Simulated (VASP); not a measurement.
Here is a VASP 6.6.1 calculation.

POSCAR

```
KF
1.0
    4.4847157551      0.0000000000      0.0000000000
   -2.2423578776      3.8838777727      0.0000000000
    0.0000000000      0.0000000000      5.2716950010
K F
2 2
Direct
    0.3333333333      0.6666666667      0.2500000000
    0.6666666667      0.3333333333      0.7500000000
    0.6666666667      0.3333333333      0.2500000000
    0.3333333333      0.6666666667      0.7500000000
```

INCAR.step1

```
ALGO = Normal
EDIFF = 1E-4
ENCUT = 520
GGA = PE
ISMEAR = 0
LASPH = T
LCHARG = F
LREAL = F
LWAVE = T
NBANDS = 24
NELM = 100
PREC = Accurate
SIGMA = 0.01
```

Contents of INCAR.step2:

```
ALGO = Normal
EDIFF = 1E-6
ENCUT = 520
ISIF = 2
ISMEAR = 0
ISTART = 1
LASPH = T
LCHARG = T
LELF = T
LMIXTAU = T
LREAL = F
LVHAR = T
LWAVE = F
METAGGA = R2SCAN
NBANDS = 24
NELM = 100
PREC = Accurate
SIGMA = 0.01
```

KPOINTS

```
k-points
0
Gamma
  6 6 6
```

Potentials or basis: VASP PAW PBE potentials, release 64 (K_sv, F).

The run is started by

```sh
$ cat potpaw_PBE.64/K_sv/POTCAR potpaw_PBE.64/F/POTCAR > POTCAR
$ cp INCAR.step1 INCAR
$ mpirun -np 1 vasp_std > vasp.out
$ cp INCAR.step2 INCAR
$ mpirun -np 1 vasp_std > vasp.out
```

(1) Estimate the pressure.

(2) Estimate the band gap on the k mesh.

## Answers

(1) 0.0 GPa.

(2) 5.95 eV, direct.

Caveat: the PAW data sets were made with another functional, which shifts forces and pressure a little.
